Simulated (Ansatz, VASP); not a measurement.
**Two plane-wave programs on C**

```
C
1.0
     2.47374    0.00000    0.00000
    -1.23687    2.14232    0.00000
     0.00000    0.00000    4.11898
C
4
Direct
  0.33333 0.66667 0.99992
  0.66667 0.33333 0.49992
  0.33333 0.66667 0.37408
  0.66667 0.33333 0.87408
```

Change from the starting cell: strained cell.

Alike in both runs: functional PBEsol; k mesh 9 × 9 × 6; occupations gaussian, width 0.02 eV; no spin polarisation.

Ansatz relaxed the structure, and its values are those at the end. VASP's run is a single point on that final structure, the one shown.

|  | VASP | Ansatz |
| --- | --- | --- |
| version | VASP 6.6.1 | Ansatz 0.2.0 |
| potentials or method | VASP PAW PBE potentials, release 64 (C), cutoff 520 eV | scalar-relativistic, plane waves, PAW |
| valence electrons in the cell | 16 | 16 |

|  | VASP | Ansatz | Ansatz less VASP |
| --- | --- | --- | --- |
| gap on the k mesh at the Fermi level (eV) | 2.91 | 2.93 | +0.020 |
| least direct gap on the mesh (eV) | 4.96 | 4.96 | +0.007 |
| pressure (GPa) | 15.7 | 14.3 | -1.32 |
| rms of the force components (eV/Å) | 0.003 | 0.000 | -0.0032 |

VASP's potentials were made for PBE, not for PBEsol, and Ansatz warns of the same on its side. The functional is the same, so the differences come from potentials, cutoffs and numerics. Ansatz's warnings: stress scf threshold loose.
